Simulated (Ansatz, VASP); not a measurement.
**LiPd2N3 in VASP and in Ansatz**

Contents of INCAR:

```
ALGO = Normal ; EDIFF = 1E-7
EDIFFG = -0.01 ; ENCUT = 600
GGA = PE ; IBRION = 2
ISIF = 3 ; ISMEAR = 0
LASPH = True ; LCHARG = False
LREAL = False ; LWAVE = False
NELM = 80 ; NSW = 100
PREC = Accurate ; SIGMA = 0.1
```

KPOINTS

```
k-points
0
Gamma
  10 10 8
```

The input POSCAR:

```
LiPd2N3
1.0
    3.6768785052      0.0000000000      0.0000000000
    0.0000000000      3.6768785052      0.0000000000
    0.0000000000      0.0000000000      5.1697564004
Li Pd N
1 2 3
Direct
    0.5000000000      0.5000000000      0.5000000000
    0.0000000000      0.0000000000      0.2492040597
    0.0000000000      0.0000000000      0.7507959403
    0.0000000000      0.5000000000      0.0000000000
    0.5000000000      0.0000000000      0.0000000000
    0.5000000000      0.5000000000      0.0000000000
```

Input for Ansatz:

```yaml
crystal:
  lattice:
    - [3.6768785052, 0.0, 0.0]
    - [0.0, 3.6768785052, 0.0]
    - [0.0, 0.0, 5.1697564004]
  atoms:
    - { symbol: Li, position: [0.5, 0.5, 0.5] }
    - { symbol: Pd, position: [0.0, 0.0, 0.2492040597] }
    - { symbol: Pd, position: [0.0, 0.0, 0.7507959403] }
    - { symbol: "N", position: [0.0, 0.5, 0.0] }
    - { symbol: "N", position: [0.5, 0.0, 0.0] }
    - { symbol: "N", position: [0.5, 0.5, 0.0] }
basis:
  ecutwfc: 420
kpoints:
  mp_grid: { grid: [10, 10, 8] }
hamiltonian:
  xc: pbe
scf:
  occupations: { method: gaussian, width: 0.1 }
output:
  forces: true
  stress: true
  eigenvalues: true
relax:
  adjacent_minimum: "off"
  f_tol: 0.01
  max_steps: 80
  cell: { stress_tol: 0.05 }
```

Alike in both runs: task relaxation of cell and atoms; functional PBE; k mesh 10 × 10 × 8; occupations gaussian, width 0.1 eV; no spin polarisation.

|  | VASP | Ansatz |
| --- | --- | --- |
| version | VASP 6.6.1 | Ansatz 0.2.0 |
| potentials or method | VASP PAW PBE potentials, release 64 (Li_sv, Pd, N), cutoff 600 eV | scalar-relativistic, plane waves, PAW |
| valence electrons in the cell | 38 | 54 |

|  | VASP | Ansatz | Ansatz less VASP |
| --- | --- | --- | --- |
| gap on the k mesh at the Fermi level, each at its own relaxed structure (eV) | none | none | - |
| relaxed volume (Å³/atom) | 11.75 | 11.78 | +0.030 |
| relaxed length of the cell vector where the two differ most in proportion (Å) | 5.175 | 5.183 | +0.0073 |

A gap of «none» marks a metal or a gap that the smearing closes. VASP's potentials hold 38 valence electrons a cell and Ansatz's 54, so a difference there can come from the potentials and not from the codes.

Noted on VASP's run: the cutoff is under 1.25 times that of the potentials, so the pressure is a little rough.
